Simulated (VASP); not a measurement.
# P (Fm-3m) in VASP: notebook

The runs below take P through single point, with PBE.

Program: VASP 6.6.1. These are calculated values, not measurements. Logs are shortened: lines on timing, memory, paths and dates and some standing lists are left out, and cuts for length are marked.

## 1. The cell of the first run

Symmetry: Fm-3m, No. 225, cubic system. The conventional cell has a = 3.713 Å, b = 3.713 Å, c = 3.713 Å, α = 90.00°, β = 90.00°, γ = 90.00°. P (site symmetry m-3m) has 12 P at 2.63 Å within 3.5 Å.

## 2. Single point, PBE (volume scaled by 0.88)

The input, INCAR:

```
ALGO     = Normal         # electronic algorithm
EDIFF    = 1E-7           # SCF threshold, eV
ENCUT    = 520            # plane-wave cutoff, eV
GGA      = PE             # functional
ISIF     = 2              # what is computed and relaxed
ISMEAR   = -1             # smearing method
LASPH    = True           # aspherical terms in the spheres
LCHARG   = False          # write CHGCAR
LREAL    = False          # projectors in reciprocal space
LWAVE    = False          # write WAVECAR
NBANDS   = 8              # bands
NELM     = 60             # most SCF steps
PREC     = Accurate       # precision mode
SIGMA    = 0.1            # smearing width, eV
```

The input, KPOINTS:

```
k-points
0
Gamma
  16 16 16
```

The input, POSCAR:

```
P
1.0
    0.0000000000      1.8567235294      1.8567235294
    1.8567235294      0.0000000000      1.8567235294
    1.8567235294      1.8567235294      0.0000000000
P
1
Direct
    0.0000000000      0.0000000000      0.0000000000
```

Potentials or basis: VASP PAW PBE potentials, release 64 (P).

Run with:

```console
cat potpaw_PBE.64/P/POTCAR > POTCAR
mpirun -np 1 vasp_std > vasp.out
```

OUTCAR:

```text
EDIFF = 1E-7
   ENCUT = 520
   GGA = PE
   ISIF = 2
   ISMEAR = -1
   LASPH = True
   LREAL = False
   NELM = 60
   PREC = Accurate

 ion  position               nearest neighbor table
   1  0.000  0.000  0.000-

  LATTYP: Found a face centered cubic cell.
 ALAT       =     3.7134470588

  Lattice vectors:

 A1 = (   0.0000000000,   1.8567235294,   1.8567235294)
 A2 = (   1.8567235294,   0.0000000000,   1.8567235294)
 A3 = (   1.8567235294,   1.8567235294,   0.0000000000)

Analysis of symmetry for initial positions (statically):
=====================================================================
 Subroutine PRICEL returns:
 Original cell was already a primitive cell.

 Routine SETGRP: Setting up the symmetry group for a
 face centered cubic supercell.

 Subroutine GETGRP returns: Found 48 space group operations
 (whereof 48 operations were pure point group operations)
 out of a pool of 48 trial point group operations.

The static configuration has the point symmetry O_h .

Analysis of symmetry for dynamics (positions and initial velocities):
=====================================================================
 Subroutine PRICEL returns:
 Original cell was already a primitive cell.

 Routine SETGRP: Setting up the symmetry group for a
 face centered cubic supercell.

 Subroutine GETGRP returns: Found 48 space group operations
 (whereof 48 operations were pure point group operations)
 out of a pool of 48 trial point group operations.

The dynamic configuration has the point symmetry O_h .

 Subroutine INISYM returns: Found 48 space group operations
 (whereof 48 operations are pure point group operations),
 and found     1 'primitive' translations

----------------------------------------------------------------------------------------

                                     Primitive cell

  volume of cell :      12.8018

  direct lattice vectors                    reciprocal lattice vectors
     0.000000000  1.856723529  1.856723529    -0.269291573  0.269291573  0.269291573
     1.856723529  0.000000000  1.856723529     0.269291573 -0.269291573  0.269291573
     1.856723529  1.856723529  0.000000000     0.269291573  0.269291573 -0.269291573

  length of vectors
     2.625803597  2.625803597  2.625803597     0.466426687  0.466426687  0.466426687

  position of ions in fractional coordinates (direct lattice)
[... 71 lines left out ...]
   ISPIN  =      1    spin polarized calculation?
   LNONCOLLINEAR =      F non collinear calculations
   LSORBIT =      F    spin-orbit coupling
   LASPH  =      T    aspherical Exc in radial PAW
   ENCUT  =  520.0 eV  38.22 Ry    6.18 a.u.   4.88  4.88  4.88*2*pi/ulx,y,z
   NELM   =     60;   NELMIN=  2; NELMDL= -5     # of ELM steps
   EDIFF  = 0.1E-06   stopping-criterion for ELM
   LREAL  =      F    real-space projection
   EDIFFG = 0.1E-05   stopping-criterion for IOM
   NSW    =      0    number of steps for IOM
   IBRION =     -1    ionic relax: 0-MD 1-quasi-New 2-CG
   NFREE  =      0    steps in history (QN), initial steepest desc. (CG)
   ISIF   =      2    stress and relaxation
   ISYM   =      2    0-nonsym 1-usesym 2-fastsym
   POTIM  = 0.5000    time-step for ionic-motion
   TEBEG  =    0.0;   TEEND  =   0.0 temperature during run
   PSTRESS=    0.0 pullay stress
   NELECT =       5.0000    total number of electrons
   NUPDOWN=      -1.0000    fix difference up-down
   EMIN   =  10.00;   EMAX   =-10.00  energy-range for DOS
   EFERMI =   0.00;   METHOD = LEGACY
   ISMEAR =    -1;   SIGMA  =   0.10  broadening in eV -4-tet -1-fermi 0-gaus
   EFERMI_NEDOS =   21; number of points for ismear=-14 and -15
   IALGO  =     38    algorithm
   IMIX   =      4    mixing-type and parameters
     AMIX     =   0.40;   BMIX     =  1.00
     AMIX_MAG =   1.60;   BMIX_MAG =  1.00
  volume/ion in A,a.u.               =      12.80        86.39
  Fermi-wavevector in a.u.,A,eV,Ry     =   1.196670  2.261378 19.483790  1.432018
  Thomas-Fermi vector in A             =   2.332604
   LORBIT       =      0    0 simple, 1 ext, 2 COOP (PROOUT), +10 PAW based schemes
   GGA     = PE    functional components
   LHFCALC =     F    Hartree Fock is set to
   AEXX    =    0.0000 exact exchange contribution
   IVDW    =     0    specifies the selected vdW correction
   LEPSILON=     F    determine dielectric tensor
   LRPA    =     F    only Hartree local field effects (RPA)
 non-spin polarized calculation
  energy-cutoff  :      520.00
  volume of cell :       12.80
 maximum number of plane-waves:       360
   NGX =  9   NGY =  9   NGZ =  9

 number of electron       5.0000001 magnetization

 Free energy of the ion-electron system (eV)
  ---------------------------------------------------
  ext. energy  EPLUGINS =         0.00000000
  ---------------------------------------------------
  free energy    TOTEN  =        -4.44607727 eV

  energy without entropy =       -4.42627576  energy(sigma->0) =       -4.43617652

 E-fermi :  11.7035     XC(G=0): -12.0523

 val. band max:       11.6978136486   @ k =  -0.3750   0.2500   0.1250
 cond. band min:      11.7618336430   @ k =   0.2500   0.0625   0.0000
 fundamental gap:      0.0640199944
 Fermi energy:        11.7035213306

 k-point     1 :       0.0000    0.0000    0.0000
  band No.  band energies     occupation
      1      -6.0287      2.00000
      2      19.7497      0.00000
      3      19.7497      0.00000
      4      19.7497      0.00000
      5      23.4085      0.00000
      6      23.4085      0.00000
      7      23.4085      0.00000
      8      30.1134      0.00000
[... 243 lines left out ...]
 k-point    24 :      -0.0625    0.0625    0.0000
  band No.  band energies     occupation
      1      -5.7078      2.00000
      2      17.7041      0.00000
      3      17.9553      0.00000
      4      19.7630      0.00000
      5      23.7213      0.00000
      6      23.8029      0.00000
      7      24.9401      0.00000
      8      28.6961      0.00000

 [... further k-points ...]
[... 5 lines left out ...]
  --------------------------------------------------------------------------------------
  -------------------------------------------------------------------------------------
  Total        1.2235069      1.2235069      1.2235069      0.0000000      0.0000000      0.0000000
  in kB      153.1247067    153.1247067    153.1247067      0.0000000      0.0000000      0.0000000
  external PRESSURE =     153.1247067 kB  Pullay stress =       0.0000000 kB

 VOLUME and BASIS-vectors are now :
 -----------------------------------------------------------------------------
  energy-cutoff  :      520.00
  volume of cell :       12.80
      direct lattice vectors                 reciprocal lattice vectors
     0.000000000  1.856723529  1.856723529    -0.269291573  0.269291573  0.269291573
     1.856723529  0.000000000  1.856723529     0.269291573 -0.269291573  0.269291573
     1.856723529  1.856723529  0.000000000     0.269291573  0.269291573 -0.269291573

 POSITION                                       TOTAL-FORCE (eV/Angst)
 -----------------------------------------------------------------------------------
      0.00000      0.00000      0.00000         0.000000     -0.000000     -0.000000
 -----------------------------------------------------------------------------------
    total drift:                                0.000000      0.000000     -0.000000

  FREE ENERGIE OF THE ION-ELECTRON SYSTEM (eV)
  ---------------------------------------------------
  free  energy   TOTEN  =        -4.4460772681 eV

  energy  without entropy=       -4.4262757645  energy(sigma->0) =       -4.43617652
```

stdout:

```text
POSCAR found type information on POSCAR P
 POSCAR found :  1 types and       1 ions
 scaLAPACK will be used
 LDA part: xc-table for (Slater+PW92), standard interpolation
 POSCAR, INCAR and KPOINTS ok, starting setup
 FFT: planning ... GRIDC
 FFT: planning ... GRID_SOFT
 FFT: planning ... GRID
 WAVECAR not read
 entering main loop
```

Wall time 17 s (1 thread of AMD EPYC 7R43 (Zen 3), shared host); peak memory 0.09 GiB.

Results:

```yaml
Free_energy: -4.4461 eV
Pressure: 15.3 GPa
```

Levels at points of the mesh, in eV from the Fermi level:
```tsv
k point	band 1	band 2	band 3	band 4	band 5	band 6
(0.00, 0.00, 0.00)	-17.73	8.05	8.05	8.05	11.70	11.70
(0.50, 0.00, 0.00)	-10.98	-9.12	5.70	5.70	10.66	10.66
(0.50, 0.50, 0.00)	-7.89	-7.59	0.83	0.83	3.93	5.23
```

## 3. Single point, PBE (volume scaled by 0.92)

The input, INCAR:

```
PREC = Accurate ; ENCUT = 520
EDIFF = 1E-7 ; ISMEAR = -1
SIGMA = 0.1 ; LREAL = False
LASPH = True ; NELM = 80
ALGO = Normal ; ISIF = 2
LWAVE = False ; LCHARG = True
GGA = PE ; LELF = True
LVHAR = True ; NBANDS = 8
```

The input, KPOINTS:

```
Automatic mesh
0
Gamma
  16 16 16
```

The input, POSCAR:

```
P
1.0
    0.0000000000      1.8844399071      1.8844399071
    1.8844399071      0.0000000000      1.8844399071
    1.8844399071      1.8844399071      0.0000000000
P
1
Direct
    0.0000000000      0.0000000000      0.0000000000
```

Potentials or basis: VASP PAW PBE potentials, release 64 (P).

Run with:

```console
cat potpaw_PBE.64/P/POTCAR > POTCAR
mpirun -np 1 vasp_std > vasp.out
```

OUTCAR:

```text
PREC = Accurate
   ENCUT = 520
   EDIFF = 1E-7
   ISMEAR = -1
   LREAL = False
   LASPH = True
   NELM = 80
   ISIF = 2
   GGA = PE

 ion  position               nearest neighbor table
   1  0.000  0.000  0.000-

  LATTYP: Found a face centered cubic cell.
 ALAT       =     3.7688798142

  Lattice vectors:

 A1 = (   0.0000000000,   1.8844399071,   1.8844399071)
 A2 = (   1.8844399071,   0.0000000000,   1.8844399071)
 A3 = (   1.8844399071,   1.8844399071,   0.0000000000)

Analysis of symmetry for initial positions (statically):
=====================================================================
 Subroutine PRICEL returns:
 Original cell was already a primitive cell.

 Routine SETGRP: Setting up the symmetry group for a
 face centered cubic supercell.

 Subroutine GETGRP returns: Found 48 space group operations
 (whereof 48 operations were pure point group operations)
 out of a pool of 48 trial point group operations.

The static configuration has the point symmetry O_h .

Analysis of symmetry for dynamics (positions and initial velocities):
=====================================================================
 Subroutine PRICEL returns:
 Original cell was already a primitive cell.

 Routine SETGRP: Setting up the symmetry group for a
 face centered cubic supercell.

 Subroutine GETGRP returns: Found 48 space group operations
 (whereof 48 operations were pure point group operations)
 out of a pool of 48 trial point group operations.

The dynamic configuration has the point symmetry O_h .

 Subroutine INISYM returns: Found 48 space group operations
 (whereof 48 operations are pure point group operations),
 and found     1 'primitive' translations

----------------------------------------------------------------------------------------

                                     Primitive cell
[... 102 lines left out ...]
   EMIN   =  10.00;   EMAX   =-10.00  energy-range for DOS
   EFERMI =   0.00;   METHOD = LEGACY
   ISMEAR =    -1;   SIGMA  =   0.10  broadening in eV -4-tet -1-fermi 0-gaus
   EFERMI_NEDOS =   21; number of points for ismear=-14 and -15
   IALGO  =     38    algorithm
   IMIX   =      4    mixing-type and parameters
     AMIX     =   0.40;   BMIX     =  1.00
     AMIX_MAG =   1.60;   BMIX_MAG =  1.00
  volume/ion in A,a.u.               =      13.38        90.32
  Fermi-wavevector in a.u.,A,eV,Ry     =   1.179069  2.228117 18.914869  1.390204
  Thomas-Fermi vector in A             =   2.315387
   LORBIT       =      0    0 simple, 1 ext, 2 COOP (PROOUT), +10 PAW based schemes
   GGA     = PE    functional components
   LHFCALC =     F    Hartree Fock is set to
   AEXX    =    0.0000 exact exchange contribution
   IVDW    =     0    specifies the selected vdW correction
   LEPSILON=     F    determine dielectric tensor
   LRPA    =     F    only Hartree local field effects (RPA)
 non-spin polarized calculation
  energy-cutoff  :      520.00
  volume of cell :       13.38
 maximum number of plane-waves:       370
   NGX =  9   NGY =  9   NGZ =  9

 number of electron       5.0000001 magnetization

 Free energy of the ion-electron system (eV)
  ---------------------------------------------------
  ext. energy  EPLUGINS =         0.00000000
  ---------------------------------------------------
  free energy    TOTEN  =        -4.49078436 eV

  energy without entropy =       -4.47097312  energy(sigma->0) =       -4.48087874

 E-fermi :  10.9959     XC(G=0): -11.8523

 val. band max:       10.9539520514   @ k =   0.3750   0.2500   0.1250
 cond. band min:      11.0015866372   @ k =  -0.4375   0.5000   0.0625
 fundamental gap:      0.0476345858
 Fermi energy:        10.9958709218

 k-point     1 :       0.0000    0.0000    0.0000
  band No.  band energies     occupation
      1      -6.2145      2.00000
      2      18.6022      0.00000
      3      18.6022      0.00000
      4      18.6022      0.00000
      5      22.6217      0.00000
      6      22.6217      0.00000
      7      22.6217      0.00000
      8      29.2091      0.00000
[... 243 lines left out ...]
 k-point    24 :      -0.0625    0.0625    0.0000
  band No.  band energies     occupation
      1      -5.9041      2.00000
      2      16.6998      0.00000
      3      17.0091      0.00000
      4      18.6092      0.00000
      5      22.8749      0.00000
      6      22.9244      0.00000
      7      24.0073      0.00000
      8      27.7291      0.00000

 [... further k-points ...]
[... 5 lines left out ...]
  --------------------------------------------------------------------------------------
  -------------------------------------------------------------------------------------
  Total        0.7839069      0.7839069      0.7839069     -0.0000000      0.0000000      0.0000000
  in kB       93.8422051     93.8422051     93.8422051     -0.0000000      0.0000000      0.0000000
  external PRESSURE =      93.8422051 kB  Pullay stress =       0.0000000 kB

 VOLUME and BASIS-vectors are now :
 -----------------------------------------------------------------------------
  energy-cutoff  :      520.00
  volume of cell :       13.38
      direct lattice vectors                 reciprocal lattice vectors
     0.000000000  1.884439907  1.884439907    -0.265330828  0.265330828  0.265330828
     1.884439907  0.000000000  1.884439907     0.265330828 -0.265330828  0.265330828
     1.884439907  1.884439907  0.000000000     0.265330828  0.265330828 -0.265330828

 POSITION                                       TOTAL-FORCE (eV/Angst)
 -----------------------------------------------------------------------------------
      0.00000      0.00000      0.00000        -0.000000      0.000000     -0.000000
 -----------------------------------------------------------------------------------
    total drift:                                0.000000      0.000000      0.000000

  FREE ENERGIE OF THE ION-ELECTRON SYSTEM (eV)
  ---------------------------------------------------
  free  energy   TOTEN  =        -4.4907843596 eV

  energy  without entropy=       -4.4709731206  energy(sigma->0) =       -4.48087874
```

Run time: 19 s. Hardware: 1 thread of AMD EPYC 7R43 (Zen 3), shared host; peak memory 0.08 GiB.

What came out:

| Quantity | Value |
| --- | --- |
| Free energy | -4.4908 eV |
| Pressure | 9.4 GPa |

Levels at points of the mesh, in eV from the Fermi level:
```csv
k point,band 1,band 2,band 3,band 4,band 5
"(0.00, 0.00, 0.00)",-17.21,7.61,7.61,7.61,11.63
"(0.50, 0.00, 0.00)",-10.79,-8.71,5.39,5.39,10.62
"(0.50, 0.50, 0.00)",-7.85,-7.25,0.79,0.79,4.11
```

(Part 1 of 2 ends here.)
